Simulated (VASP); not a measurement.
# MgO (P6_3/mmc) in VASP: a series of runs

Runs on MgO. Level: PBEsol. Tasks: single point.

Program: VASP 6.6.1. These are calculated values, not measurements. Logs are shortened: lines on timing, memory, paths and dates and some standing lists are left out, and cuts for length are marked.

## (1) The cell of the first run

It takes space group P6_3/mmc (No. 194, hexagonal). The conventional cell has a = 3.282 Å, b = 3.282 Å, c = 4.186 Å, α = 90.00°, β = 90.00°, γ = 120.00°. Mg (site symmetry -6m2) has 5 O at 1.89 to 2.09 Å within 2.5 Å. O (site symmetry -6m2) has 5 Mg at 1.89 to 2.09 Å within 2.5 Å.

## (2) Single point, PBEsol (volume 9.761 Å^3 an atom, c/a of the conventional cell 1.2753)

Input file INCAR:

```
PREC = Accurate
ENCUT = 520
EDIFF = 1E-6
ISMEAR = 0
SIGMA = 0.05
LREAL = False
LASPH = True
NELM = 80
ALGO = Normal
ISIF = 2
LWAVE = False
LCHARG = False
GGA = PS
NBANDS = 16
```

Input file KPOINTS:

```
regular mesh
0
Gamma
  9 9 6
```

Input file POSCAR:

```
MgO
1.0
    3.2819888724      0.0000000000      0.0000000000
   -1.6409944362      2.8422857384      0.0000000000
    0.0000000000      0.0000000000      4.1855204089
Mg O
2 2
Direct
    0.6666666667      0.3333333333      0.7500000000
    0.3333333333      0.6666666667      0.2500000000
    0.6666666667      0.3333333333      0.2500000000
    0.3333333333      0.6666666667      0.7500000000
```

Potentials or basis: VASP PAW PBE potentials, release 64 (Mg, O).

The run is started by

```sh
$ cat potpaw_PBE.64/Mg/POTCAR potpaw_PBE.64/O/POTCAR > POTCAR
$ mpirun -np 1 vasp_std > vasp.out
```

OUTCAR:

```text
PREC = Accurate
   ENCUT = 520
   EDIFF = 1E-6
   ISMEAR = 0
   LREAL = False
   LASPH = True
   NELM = 80
   ISIF = 2
   GGA = PS

 ion  position               nearest neighbor table
   1  0.667  0.333  0.750-   4 1.89   4 1.89   4 1.89   3 2.09   3 2.09   2 2.82   2 2.82   2 2.82
                             2 2.82   2 2.82   2 2.82
   2  0.333  0.667  0.250-   3 1.89   3 1.89   3 1.89   4 2.09   4 2.09   1 2.82   1 2.82   1 2.82
                             1 2.82   1 2.82   1 2.82
   3  0.667  0.333  0.250-   2 1.89   2 1.89   2 1.89   1 2.09   1 2.09
   4  0.333  0.667  0.750-   1 1.89   1 1.89   1 1.89   2 2.09   2 2.09

  LATTYP: Found a hexagonal cell.
 ALAT       =     3.2819888724
 C/A-ratio  =     1.2753000000

  Lattice vectors:

 A1 = (   3.2819888724,   0.0000000000,   0.0000000000)
 A2 = (  -1.6409944362,   2.8422857384,   0.0000000000)
 A3 = (   0.0000000000,   0.0000000000,   4.1855204089)

Analysis of symmetry for initial positions (statically):
=====================================================================
 Subroutine PRICEL returns:
 Original cell was already a primitive cell.

 Routine SETGRP: Setting up the symmetry group for a
 hexagonal supercell.

 Subroutine GETGRP returns: Found 24 space group operations
 (whereof 12 operations were pure point group operations)
 out of a pool of 24 trial point group operations.

The static configuration has the point symmetry D_3d.
 The point group associated with its full space group is D_6h.

Analysis of symmetry for dynamics (positions and initial velocities):
=====================================================================
 Subroutine PRICEL returns:
 Original cell was already a primitive cell.

 Routine SETGRP: Setting up the symmetry group for a
 hexagonal supercell.

 Subroutine GETGRP returns: Found 24 space group operations
 (whereof 12 operations were pure point group operations)
 out of a pool of 24 trial point group operations.

The dynamic configuration has the point symmetry D_3d.
 The point group associated with its full space group is D_6h.

 Subroutine INISYM returns: Found 24 space group operations
 (whereof 12 operations are pure point group operations),
 and found     1 'primitive' translations

----------------------------------------------------------------------------------------

                                     Primitive cell

  volume of cell :      39.0440

  direct lattice vectors                    reciprocal lattice vectors
     3.281988872  0.000000000  0.000000000     0.304693294  0.175914755  0.000000000
    -1.640994436  2.842285738  0.000000000     0.000000000  0.351829510  0.000000000
     0.000000000  0.000000000  4.185520409     0.000000000  0.000000000  0.238918916

  length of vectors
     3.281988872  3.281988872  4.185520409     0.351829510  0.351829510  0.238918916

  position of ions in fractional coordinates (direct lattice)
     0.666666667  0.333333333  0.750000000
     0.333333333  0.666666667  0.250000000
     0.666666667  0.333333333  0.250000000
     0.333333333  0.666666667  0.750000000

  ion indices of the primitive-cell ions
   primitive index   ion index
                 1           1
                 2           2
                 3           3
                 4           4

----------------------------------------------------------------------------------------

 KPOINTS: regular mesh

Automatic generation of k-mesh.
 Grid dimensions read from file:
 generate k-points for:    9    9    6

 Generating k-lattice:

  Cartesian coordinates                     Fractional coordinates (reciprocal lattice)
     0.033854810  0.019546084  0.000000000     0.111111111  0.000000000  0.000000000
     0.000000000  0.039092168  0.000000000     0.000000000  0.111111111  0.000000000
     0.000000000  0.000000000  0.039819819     0.000000000  0.000000000  0.166666667

  Length of vectors
     0.039092168  0.039092168  0.039819819

  Shift w.r.t. Gamma in fractional coordinates (k-lattice)
     0.000000000  0.000000000  0.000000000

 Subroutine IBZKPT returns following result:
 ===========================================

 Found     48 irreducible k-points:

 Following reciprocal coordinates:
            Coordinates               Weight
  0.000000  0.000000  0.000000      1.000000
  0.111111 -0.000000  0.000000      6.000000
  0.222222  0.000000  0.000000      6.000000
  0.333333 -0.000000  0.000000      6.000000
  0.444444  0.000000  0.000000      6.000000
  0.111111  0.111111  0.000000      6.000000
[... 16 lines left out ...]
  0.333333  0.222222  0.166667     24.000000
  0.333333  0.333333  0.166667      4.000000
 [... further k-points ...]
   k-points           NKPTS =     48   k-points in BZ     NKDIM =     48   number of bands    NBANDS=     16
   number of dos      NEDOS =    301   number of ions     NIONS =      4
   total plane-waves  NPLWV =  18432
   dimension x,y,z NGX =    24 NGY =   24 NGZ =   32
[... 37 lines left out ...]
  Thomas-Fermi vector in A             =   2.351359
   LORBIT       =      0    0 simple, 1 ext, 2 COOP (PROOUT), +10 PAW based schemes
   GGA     = PS    functional components
   LHFCALC =     F    Hartree Fock is set to
   AEXX    =    0.0000 exact exchange contribution
   IVDW    =     0    specifies the selected vdW correction
   LEPSILON=     F    determine dielectric tensor
   LRPA    =     F    only Hartree local field effects (RPA)
 non-spin polarized calculation
 Gauss-broadening in eV      SIGMA  =   0.05
  energy-cutoff  :      520.00
  volume of cell :       39.04
 maximum number of plane-waves:      1074
   NGX = 13   NGY = 13   NGZ = 15

 number of electron      16.0000015 magnetization

 Free energy of the ion-electron system (eV)
  ---------------------------------------------------
  ext. energy  EPLUGINS =         0.00000000
  ---------------------------------------------------
  free energy    TOTEN  =       -24.36082461 eV

  energy without entropy =      -24.36082461  energy(sigma->0) =      -24.36082461

 E-fermi :   3.0235     XC(G=0): -10.8775

 val. band max:        2.7998351000   @ k =   0.0000   0.0000   0.0000
 cond. band min:       6.7039725673   @ k =   0.0000   0.0000   0.0000
 fundamental gap:      3.9041374673
 Fermi energy:         3.0235355668

 k-point     1 :       0.0000    0.0000    0.0000
  band No.  band energies     occupation
      1     -14.6914      2.00000
      2     -13.0543      2.00000
      3      -1.5593      2.00000
      4       0.8519      2.00000
      5       0.8519      2.00000
      6       1.6930      2.00000
[... 8 lines left out ...]
     15      19.1073      0.00000
     16      19.7006      0.00000

 k-point     2 :       0.1111   -0.0000    0.0000
  band No.  band energies     occupation
      1     -14.6107      2.00000
      2     -13.0541      2.00000
      3      -1.4431      2.00000
      4       0.6030      2.00000
      5       0.7486      2.00000
      6       1.3653      2.00000
[... 8 lines left out ...]
     15      18.4841      0.00000
     16      19.1397      0.00000

 k-point     3 :       0.2222    0.0000    0.0000
  band No.  band energies     occupation
      1     -14.3883      2.00000
      2     -13.0679      2.00000
      3      -1.1087      2.00000
      4      -0.1083      2.00000
      5       0.5382      2.00000
      6       0.8837      2.00000
[... 8 lines left out ...]
     15      17.9364      0.00000
     16      17.9839      0.00000

 k-point     4 :       0.3333   -0.0000    0.0000
  band No.  band energies     occupation
      1     -14.0854      2.00000
      2     -13.1277      2.00000
      3      -0.8722      2.00000
      4      -0.6084      2.00000
      5       0.3453      2.00000
      6       0.5427      2.00000
[... 8 lines left out ...]
     15      17.9853      0.00000
     16      18.2451      0.00000
[... 324 lines left out ...]
 k-point    22 :       0.2222    0.2222    0.1667
  band No.  band energies     occupation
      1     -13.8662      2.00000
      2     -13.2136      2.00000
      3      -0.9757      2.00000
      4      -0.8784      2.00000
      5       0.3812      2.00000
      6       0.6302      2.00000
[... 8 lines left out ...]
     15      17.6210      0.00000
     16      19.4905      0.00000

 k-point    23 :       0.3333    0.2222    0.1667
  band No.  band energies     occupation
      1     -13.6350      2.00000
      2     -13.3119      2.00000
      3      -1.2879      2.00000
      4      -0.5599      2.00000
      5      -0.0806      2.00000
      6       0.9275      2.00000
[... 8 lines left out ...]
     15      17.4470      0.00000
     16      19.8010      0.00000

 k-point    24 :       0.3333    0.3333    0.1667
  band No.  band energies     occupation
      1     -13.4503      2.00000
      2     -13.4503      2.00000
      3      -1.2498      2.00000
      4      -0.4023      2.00000
      5      -0.4023      2.00000
      6       1.1787      2.00000
[... 8 lines left out ...]
     15      17.3160      0.00000
     16      20.9021      0.00000

 [... further k-points ...]
[... 5 lines left out ...]
  --------------------------------------------------------------------------------------
  -------------------------------------------------------------------------------------
  Total        6.8397275      6.8397275      2.6172410      0.0000000      0.0000000     -0.0000000
  in kB      280.6694062    280.6694061    107.3989412      0.0000000      0.0000000     -0.0000000
  external PRESSURE =     222.9125845 kB  Pullay stress =       0.0000000 kB

 VOLUME and BASIS-vectors are now :
 -----------------------------------------------------------------------------
  energy-cutoff  :      520.00
  volume of cell :       39.04
      direct lattice vectors                 reciprocal lattice vectors
     3.281988872  0.000000000  0.000000000     0.304693294  0.175914755  0.000000000
    -1.640994436  2.842285738  0.000000000     0.000000000  0.351829510  0.000000000
     0.000000000  0.000000000  4.185520409     0.000000000  0.000000000  0.238918916

 POSITION                                       TOTAL-FORCE (eV/Angst)
 -----------------------------------------------------------------------------------
      1.64099      0.94743      3.13914         0.000000      0.000000     -0.000000
     -0.00000      1.89486      1.04638        -0.000000     -0.000000     -0.000000
      1.64099      0.94743      1.04638         0.000000      0.000000      0.000000
     -0.00000      1.89486      3.13914        -0.000000     -0.000000      0.000000
 -----------------------------------------------------------------------------------
    total drift:                               -0.000000      0.000000     -0.000000

  FREE ENERGIE OF THE ION-ELECTRON SYSTEM (eV)
  ---------------------------------------------------
  free  energy   TOTEN  =       -24.3608246089 eV

  energy  without entropy=      -24.3608246089  energy(sigma->0) =      -24.36082461
```

It took 11 s on 1 thread of Intel Xeon Platinum 8488C (Sapphire Rapids), shared host; peak memory 0.16 GiB.

What came out:

```yaml
Free_energy: -24.3608 eV
Pressure: 22.3 GPa
Band_gap_on_the_k_mesh: 3.90 eV, direct
```

Stress tensor (GPa, compression positive):
```
28.07  0.00  0.00
 0.00 28.07  0.00
 0.00  0.00 10.74
```

Levels at points of the mesh, in eV from the valence-band top:
```csv
k point,band 6,band 7,band 8,band 9,band 10,band 11
"(0.00, 0.00, 0.00)",-1.11,-1.11,0.00,3.90,10.15,12.47
"(0.00, 0.00, 0.50)",-1.55,-1.55,-1.55,6.94,6.94,14.02
```

Caveat: the PAW data sets were made with another functional, which shifts forces and pressure a little.

## (3) Single point, PBEsol (volume 9.761 Å^3 an atom, c/a of the conventional cell 1.1296)

Input file INCAR:

```
PREC = Accurate ; ENCUT = 520
EDIFF = 1E-7 ; ISMEAR = 0
SIGMA = 0.05 ; LREAL = F
LASPH = T ; NELM = 80
ALGO = Normal ; ISIF = 2
LWAVE = F ; LCHARG = F
GGA = PS ; NBANDS = 16
```

Input file KPOINTS:

```
Automatic mesh
0
Gamma
  9 9 6
```

Input file POSCAR:

```
MgO
1.0
    3.4174302779      0.0000000000      0.0000000000
   -1.7087151390      2.9595814363      0.0000000000
    0.0000000000      0.0000000000      3.8603292420
Mg O
2 2
Direct
    0.6666666667      0.3333333333      0.7500000000
    0.3333333333      0.6666666667      0.2500000000
    0.6666666667      0.3333333333      0.2500000000
    0.3333333333      0.6666666667      0.7500000000
```

Potentials or basis: VASP PAW PBE potentials, release 64 (Mg, O).

The run is started by

```sh
$ cat potpaw_PBE.64/Mg/POTCAR potpaw_PBE.64/O/POTCAR > POTCAR
$ mpirun -np 1 vasp_std > vasp.out
```

It took 18 s on 1 thread of Intel Xeon Platinum 8488C (Sapphire Rapids), shared host; peak memory 0.17 GiB.

The run converged. Its results:

```
Free energy            : -24.3191 eV
Pressure               : 23.6 GPa
Band gap on the k mesh : 3.93 eV, direct
```

Stress tensor (GPa, compression positive):
```
15.53  0.00  0.00
 0.00 15.53  0.00
 0.00  0.00 39.70
```

Levels at points of the mesh, in eV from the valence-band top:
| k point | band 4 | band 5 | band 6 | band 7 | band 8 | band 9 | band 10 | band 11 | band 12 | band 13 |
| --- | --- | --- | --- | --- | --- | --- | --- | --- | --- | --- |
| (0.00, 0.00, 0.00) | -2.05 | -2.05 | -0.86 | -0.86 | 0.00 | 3.93 | 10.71 | 12.90 | 12.90 | 13.69 |
| (0.00, 0.00, 0.50) | -2.65 | -1.49 | -1.49 | -1.49 | -1.49 | 7.06 | 7.06 | 13.24 | 13.24 | 13.24 |

Caveat: the PAW data sets were made with another functional, which shifts forces and pressure a little.

## (4) Single point, PBEsol (volume 9.761 Å^3 an atom, c/a of the conventional cell 1.4399)

Input file INCAR:

```
SYSTEM = MgO
PREC = Accurate
ENCUT = 520
EDIFF = 1E-7
ISMEAR = 0
SIGMA = 0.05
LREAL = .FALSE.
LASPH = .TRUE.
NELM = 100
ALGO = Normal
ISIF = 2
LWAVE = .FALSE.
LCHARG = .FALSE.
GGA = PS
NBANDS = 16
```

Input file KPOINTS:

```
Automatic mesh
0
G
  9 9 6
  0 0 0
```

Input file POSCAR:

```
MgO
1.0
    3.1518372232      0.0000000000      0.0000000000
   -1.5759186116      2.7295711039      0.0000000000
    0.0000000000      0.0000000000      4.5383304177
Mg O
2 2
Direct
    0.6666666667      0.3333333333      0.7500000000
    0.3333333333      0.6666666667      0.2500000000
    0.6666666667      0.3333333333      0.2500000000
    0.3333333333      0.6666666667      0.7500000000
```

The run is started by

```sh
$ cat potpaw_PBE.64/Mg/POTCAR potpaw_PBE.64/O/POTCAR > POTCAR
$ mpirun -np 1 vasp_std > vasp.out
```

Run time: 12 s. Hardware: 1 thread of Intel Xeon Platinum 8488C (Sapphire Rapids), shared host; peak memory 0.17 GiB.

It converged, with:

```
Free energy            : -23.6952 eV
Pressure               : 31.8 GPa
Band gap on the k mesh : 3.87 eV, direct
```

Stress tensor (GPa, compression positive):
```
48.34  0.00  0.00
 0.00 48.34  0.00
 0.00  0.00 -1.31
```

Levels at points of the mesh, in eV from the valence-band top:
| k point | band 4 | band 5 | band 6 | band 7 | band 8 | band 9 | band 10 | band 11 | band 12 | band 13 |
| --- | --- | --- | --- | --- | --- | --- | --- | --- | --- | --- |
| (0.00, 0.00, 0.00) | -1.74 | -1.74 | -1.21 | -1.21 | 0.00 | 3.87 | 10.08 | 11.49 | 14.82 | 14.82 |
| (0.00, 0.00, 0.50) | -2.80 | -1.49 | -1.49 | -1.49 | -1.49 | 6.91 | 6.91 | 14.49 | 14.49 | 15.17 |

Caveat: the PAW data sets were made with another functional, which shifts forces and pressure a little.

## (5) Single point, PBEsol (volume 9.761 Å^3 an atom, c/a of the conventional cell 1.0006)

Input file INCAR:

```
SYSTEM = MgO
ALGO = Normal
EDIFF = 1E-6
ENCUT = 520
GGA = PS
ISIF = 2
ISMEAR = 0
LASPH = .True.
LCHARG = .True.
LELF = .True.
LREAL = .False.
LVHAR = .True.
LWAVE = .False.
NBANDS = 16
NELM = 80
PREC = Accurate
SIGMA = 0.05
```

Input file KPOINTS:

```
k-points
0
Gamma
  9 9 6
  0 0 0
```

Input file POSCAR:

```
MgO
1.0
    3.5583969333      0.0000000000      0.0000000000
   -1.7791984667      3.0816621410      0.0000000000
    0.0000000000      0.0000000000      3.5605319715
Mg O
2 2
Direct
    0.6666666667      0.3333333333      0.7500000000
    0.3333333333      0.6666666667      0.2500000000
    0.6666666667      0.3333333333      0.2500000000
    0.3333333333      0.6666666667      0.7500000000
```

The run is started by

```sh
$ cat potpaw_PBE.64/Mg/POTCAR potpaw_PBE.64/O/POTCAR > POTCAR
$ mpirun -np 1 vasp_std > vasp.out
```

Run time: 16 s. Hardware: 1 thread of Intel Xeon Platinum 8488C (Sapphire Rapids), shared host; peak memory 0.17 GiB.

Results (log left out):

```yaml
Free_energy: -23.2512 eV
Pressure: 38.5 GPa
Band_gap_on_the_k_mesh: 3.82 eV, direct
```

Stress tensor (GPa, compression positive):
```
 8.58  0.00  0.00
 0.00  8.58  0.00
 0.00  0.00 98.46
```

Levels at points of the mesh, in eV from the valence-band top:
```
           k point  band 4  band 5  band 6  band 7  band 8  band 9  band 10  band 11  band 12  band 13
(0.00, 0.00, 0.00)   -2.21   -2.21   -0.65   -0.65    0.00    3.82    11.69    12.34    12.34    15.04
(0.00, 0.00, 0.50)   -2.62   -1.48   -1.48   -1.48   -1.48    7.16     7.16    12.69    12.69    12.69
```

Caveat: the PAW data sets were made with another functional, which shifts forces and pressure a little.

## (6) Single point, PBEsol (volume 9.761 Å^3 an atom, c/a of the conventional cell 1.3551)

Input file INCAR:

```
SYSTEM = MgO
PREC = Accurate ; ENCUT = 520
EDIFF = 1E-6 ; ISMEAR = 0
SIGMA = 0.05 ; LREAL = .False.
LASPH = .True. ; NELM = 100
ALGO = Normal ; ISIF = 2
LWAVE = .False. ; LCHARG = .False.
GGA = PS ; NBANDS = 16
```

Input file KPOINTS:

```
regular mesh
0
Gamma
  9 9 6
  0 0 0
```

Input file POSCAR:

```
MgO
1.0
    3.2162572316      0.0000000000      0.0000000000
   -1.6081286158      2.7853604676      0.0000000000
    0.0000000000      0.0000000000      4.3583501745
Mg O
2 2
Direct
    0.6666666667      0.3333333333      0.7500000000
    0.3333333333      0.6666666667      0.2500000000
    0.6666666667      0.3333333333      0.2500000000
    0.3333333333      0.6666666667      0.7500000000
```

Potentials or basis: VASP PAW PBE potentials, release 64 (Mg, O).

The run is started by

```sh
$ cat potpaw_PBE.64/Mg/POTCAR potpaw_PBE.64/O/POTCAR > POTCAR
$ mpirun -np 1 vasp_std > vasp.out
```

Run time: 11 s. Hardware: 1 thread of Intel Xeon Platinum 8488C (Sapphire Rapids), shared host; peak memory 0.16 GiB.

It converged, with:

```yaml
Free_energy: -24.1072 eV
Pressure: 25.8 GPa
Band_gap_on_the_k_mesh: 3.88 eV, direct
```

Stress tensor (GPa, compression positive):
```
37.12  0.00  0.00
 0.00 37.12  0.00
 0.00  0.00  3.22
```

Levels at points of the mesh, in eV from the valence-band top:
```
           k point  band 6  band 7  band 8  band 9  band 10  band 11
(0.00, 0.00, 0.00)   -1.19   -1.19    0.00    3.88    10.05    11.95
(0.00, 0.00, 0.50)   -1.54   -1.54   -1.54    6.91     6.91    14.54
```

Caveat: the PAW data sets were made with another functional, which shifts forces and pressure a little.

## (7) Summary

```csv
cell,gap on the mesh (eV),pressure (GPa)
"a = 3.282, b = 3.282, c = 4.186 Å, angles 90.0, 90.0, 120.0°, 4 atoms",3.90,22.3
"a = 3.417, b = 3.417, c = 3.860 Å, angles 90.0, 90.0, 120.0°, 4 atoms",3.93,23.6
"a = 3.152, b = 3.152, c = 4.538 Å, angles 90.0, 90.0, 120.0°, 4 atoms",3.87,31.8
"a = 3.558, b = 3.558, c = 3.561 Å, angles 90.0, 90.0, 120.0°, 4 atoms",3.82,38.5
"a = 3.216, b = 3.216, c = 4.358 Å, angles 90.0, 90.0, 120.0°, 4 atoms",3.88,25.8
```

Alike in all rows: task single point; level PBEsol; potentials or basis VASP PAW PBE potentials, release 64 (Mg, O); no spin polarisation; k mesh 9 × 9 × 6; cutoff (eV) 520; smearing gaussian 0.05 eV.

Caveats: the PAW data sets were made with another functional, which shifts forces and pressure a little.

Absolute energies hang on the potentials; compare differences alone.
